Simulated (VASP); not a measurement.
Input of a VASP 6.6.1 run:

File INCAR:

```
ALGO = Normal
EDIFF = 1E-6
ENCUT = 560
GGA = CA
GGA_COMPAT = False
ISIF = 2
ISMEAR = 0
LASPH = True
LCHARG = False
LREAL = False
LWAVE = False
NBANDS = 14
NELM = 120
PREC = Accurate
SIGMA = 0.15
```

The input KPOINTS:

```
k-points
0
Gamma
  22 22 22
```

Contents of POSCAR:

```
Ir
1.0
    0.0000000000      1.9549076471      1.9549076471
    1.9549076471      0.0000000000      1.9549076471
    1.9549076471      1.9549076471      0.0000000000
Ir
1
Direct
    0.0000000000      0.0000000000      0.0000000000
```

Potentials or basis: VASP PAW LDA potentials, release 64 (Ir_sv_GW).

The run is started by

```bash
$ cat potpaw_LDA.64/Ir_sv_GW/POTCAR > POTCAR
$ mpirun -np 1 vasp_std > vasp.out
```

Predict the band gap on the k mesh.

zero (an odd number of electrons rules out a gap without spin polarisation).

Estimate the pressure.

-26.0 GPa.

Caveat: the cell stands under tension; spin-orbit coupling is left out, which moves the levels of the heavy elements.
